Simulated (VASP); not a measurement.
**Si53S (a cell with a defect): single point with PBE**

The system is Si53S (a cell with a defect).

```
S Si
1.0
     0.00000    8.14605    8.14605
     8.14605    0.00000    8.14605
     8.14605    8.14605    0.00000
S Si
1 53
Direct
  0.00000 0.00000 0.00000
  0.99773 0.99773 0.33664
  0.99773 0.99773 0.66790
  0.99773 0.33664 0.99773
  0.99878 0.33374 0.33374
  0.99773 0.33664 0.66790
  0.99773 0.66790 0.99773
  0.99773 0.66790 0.33664
  0.99916 0.66695 0.66695
  0.33664 0.99773 0.99773
  0.33374 0.99878 0.33374
  0.33664 0.99773 0.66790
  0.33374 0.33374 0.99878
  0.33374 0.33374 0.33374
  0.33395 0.33395 0.66605
  0.33664 0.66790 0.99773
  0.33395 0.66605 0.33395
  0.33395 0.66605 0.66605
  0.66790 0.99773 0.99773
  0.66790 0.99773 0.33664
  0.66695 0.99916 0.66695
  0.66790 0.33664 0.99773
  0.66605 0.33395 0.33395
  0.66605 0.33395 0.66605
  0.66695 0.66695 0.99916
  0.66605 0.66605 0.33395
  0.66695 0.66695 0.66695
  0.08625 0.08625 0.08625
  0.08455 0.08455 0.41545
  0.08625 0.08625 0.74124
  0.08455 0.41545 0.08455
  0.08455 0.41545 0.41545
  0.08491 0.41759 0.74875
  0.08625 0.74124 0.08625
  0.08491 0.74875 0.41759
  0.08491 0.74875 0.74875
  0.41545 0.08455 0.08455
  0.41545 0.08455 0.41545
  0.41759 0.08491 0.74875
  0.41545 0.41545 0.08455
  0.41681 0.41681 0.41681
  0.41681 0.41681 0.74957
  0.41759 0.74875 0.08491
  0.41681 0.74957 0.41681
  0.41759 0.74875 0.74875
  0.74124 0.08625 0.08625
  0.74875 0.08491 0.41759
  0.74875 0.08491 0.74875
  0.74875 0.41759 0.08491
  0.74957 0.41681 0.41681
  0.74875 0.41759 0.74875
  0.74875 0.74875 0.08491
  0.74875 0.74875 0.41759
  0.75000 0.75000 0.75000
```

```json
{
  "Program": "VASP 6.6.1",
  "Task": "single point",
  "Functional": "PBE",
  "Potentials or basis": "VASP PAW PBE potentials, release 64 (S, Si)",
  "Cutoff": "520 eV",
  "k mesh": "3 × 3 × 3",
  "Occupations": "fermi-dirac, width 0.01 eV",
  "Spin": "no spin polarisation",
  "Dipole correction": "no",
  "Charge": "2",
  "Further INCAR settings": "LREAL = Auto; ALGO = Normal; EDIFF = 1e-07; NBANDS = 142; NELECT = 216.0"
}
```

* Largest force: 0.004 eV/Å

Forces on the atoms (eV/Å):
```
S    0.000  0.000  0.000
Si   0.002  0.002  0.000
Si  -0.002 -0.002  0.000
Si   0.002  0.000  0.002
Si  -0.001  0.001  0.001
Si   0.000 -0.002  0.002
Si  -0.002  0.000 -0.002
Si   0.000  0.002 -0.002
Si   0.000  0.000  0.000
Si   0.000  0.002  0.002
Si   0.001 -0.001  0.001
Si  -0.002  0.000  0.002
Si   0.001  0.001 -0.001
Si  -0.001 -0.001 -0.001
Si   0.000  0.000  0.002
Si  -0.002  0.002  0.000
Si   0.000  0.002  0.000
Si  -0.002  0.000  0.000
Si   0.000 -0.002 -0.002
Si   0.002  0.000 -0.002
Si   0.000  0.000  0.000
Si   0.002 -0.002  0.000
Si   0.002  0.000  0.000
Si   0.000 -0.002  0.000
Si   0.000  0.000  0.000
Si   0.000  0.000 -0.002
Si   0.000  0.000  0.000
Si   0.002  0.002  0.002
Si   0.000  0.000 -0.002
Si  -0.002 -0.002  0.002
Si   0.000 -0.002  0.000
Si   0.002  0.000  0.000
Si   0.000  0.000  0.000
Si  -0.002  0.002 -0.002
Si   0.000  0.000  0.000
Si   0.000  0.000  0.000
Si  -0.002  0.000  0.000
Si   0.000  0.002  0.000
Si   0.000  0.000  0.000
Si   0.000  0.000  0.002
Si  -0.002 -0.002 -0.002
Si   0.002  0.002 -0.002
Si   0.000  0.000  0.000
Si   0.002 -0.002  0.002
Si   0.000  0.000  0.000
Si   0.002 -0.002 -0.002
Si   0.000  0.000  0.000
Si   0.000  0.000  0.000
Si   0.000  0.000  0.000
Si  -0.002  0.002  0.002
Si   0.000  0.000  0.000
Si   0.000  0.000  0.000
Si   0.000  0.000  0.000
Si   0.000  0.000  0.000
```

Levels at points of the mesh, in eV from the Fermi level:
```csv
k point,band 105,band 106,band 107,band 108,band 109,band 110,band 111,band 112
"(0.00, 0.00, 0.00)",-0.90,-0.15,-0.01,-0.01,-0.01,0.70,0.70,0.70
```

It took 52 min on 1 thread of Oxide Virtual Turin-like Processor (shared host), peak memory 1.4 GiB.

Caveat: the cell carries a net charge on a neutralising background, which shifts energy and pressure; the cell is charged against a uniform background, so pressure and absolute levels hang on convention.
